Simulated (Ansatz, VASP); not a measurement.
## C: VASP beside Ansatz

```
CELL_PARAMETERS angstrom
2.45617 0.00000 0.00000
-1.22809 2.07393 0.00000
0.00000 0.00000 8.52380
ATOMIC_POSITIONS crystal
C 0.33333 0.66667 0.00000
C 0.66667 0.33333 0.00000
```

Change from the starting cell: strain -0.0250 x Voigt [0, 1, 0, 0, 0, 0], atoms carried along.

Alike in both runs: task single point; functional PBEsol; k mesh 24 × 24 × 6; occupations gaussian, width 0.15 eV; no spin polarisation.

|  | VASP | Ansatz |
| --- | --- | --- |
| version | VASP 6.6.1 | Ansatz 0.2.0 |
| potentials or method | VASP PAW PBE potentials, release 64 (C), cutoff 520 eV | scalar-relativistic, plane waves, PAW |
| valence electrons in the cell | 8 | 8 |

```tsv
	VASP	Ansatz	Ansatz less VASP
gap on the k mesh at the Fermi level (eV)	0.35	0.34	-0.001
least direct gap on the mesh (eV)	0.35	0.35	-0.001
rms of the force components (eV/Å)	0.242	0.239	-0.0031
```

VASP's potentials were made for PBE, not for PBEsol. Atom by atom the forces differ by 0.003 eV/Å (rms over components).
